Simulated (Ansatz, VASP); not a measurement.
# One calculation of AlN, two programs

```
Al N
1.0
     0.02185    2.20673    2.20673
     2.20673    0.02185    2.20673
     2.20673    2.20673    0.02185
Al N
1 1
Direct
  0.00060 0.00060 0.00060
  0.24940 0.24940 0.24940
```

Change from the starting cell: shear_111 strain +1.5%.

Alike in both runs: task single point; functional PBE; k mesh 10 × 10 × 10; occupations fermi-dirac, width 0.02 eV; no spin polarisation.

|  | VASP | Ansatz |
| --- | --- | --- |
| version | VASP 6.6.1 | Ansatz 0.2.0 |
| potentials or method | VASP PAW PBE potentials, release 64 (Al, N) | plane waves, PAW |
| plane-wave cutoff (eV) | 520 | 420 |
| valence electrons in the cell | 8 | 8 |

```tsv
	VASP	Ansatz	Ansatz less VASP
gap on the k mesh at the Fermi level (eV)	3.26	3.27	+0.008
pressure (GPa)	1.3	1.6	+0.28
traceless stress, the component that is largest in VASP (GPa)	-1.85	-1.84	+0.015
rms of the force components (eV/Å)	0.007	0.007	-0.0002
```

Atom by atom the forces differ by 0.000 eV/Å (rms over components).
